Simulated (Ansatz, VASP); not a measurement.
## One calculation of BP, two programs

File INCAR:

```
SYSTEM = BP
ALGO = Normal
EDIFF = 1E-6
ENCUT = 500
GGA = PS
GGA_COMPAT = .FALSE.
ISIF = 2
ISMEAR = 0
LASPH = .TRUE.
LCHARG = .FALSE.
LREAL = .FALSE.
LWAVE = .FALSE.
NBANDS = 11
NELM = 120
PREC = Accurate
SIGMA = 0.1
```

KPOINTS

```
k-points
0
G
  6 6 6
  0 0 0
```

File POSCAR:

```
BP
1.0
    0.0000000000      2.4186628217      2.4186628217
    2.4186628217      0.0000000000      2.4186628217
    2.4186628217      2.4186628217      0.0000000000
B P
1 1
Direct
    0.0000000000      0.0000000000      0.0000000000
    0.2500000000      0.2500000000      0.2500000000
```

Input for Ansatz:

```yaml
crystal:
  lattice:
    - [0.0, 2.4186628217, 2.4186628217]
    - [2.4186628217, 0.0, 2.4186628217]
    - [2.4186628217, 2.4186628217, 0.0]
  atoms:
    - { symbol: B, position: [0.0, 0.0, 0.0] }
    - { symbol: P, position: [0.25, 0.25, 0.25] }
basis:
  ecutwfc: 420
kpoints:
  mp_grid: { grid: [6, 6, 6] }
hamiltonian:
  xc: pbesol
scf:
  occupations: { method: gaussian, width: 0.1 }
output:
  forces: true
  stress: true
  eigenvalues: true
```

Alike in both runs: task single point; functional PBEsol; k mesh 6 × 6 × 6; occupations gaussian, width 0.1 eV; no spin polarisation.

|  | VASP | Ansatz |
| --- | --- | --- |
| version | VASP 6.6.1 | Ansatz 0.2.0 |
| potentials or method | VASP PAW PBE potentials, release 64 (B, P), cutoff 500 eV | scalar-relativistic, plane waves, PAW |
| valence electrons in the cell | 8 | 8 |

Ansatz gave:

| Item | Value |
| --- | --- |
| gap on the k mesh at the Fermi level (eV) | 1.45 |
| least direct gap on the mesh (eV) | 3.13 |
| pressure (GPa) | -23.2 |

Question: Estimate VASP's values.

Answer: gap on the k mesh at the Fermi level (eV): 1.45; least direct gap on the mesh (eV): 3.13; pressure (GPa): -23.1.

VASP's potentials were made for PBE, not for PBEsol. With one functional, cell and mesh, what is left measures potentials, basis and numerics.
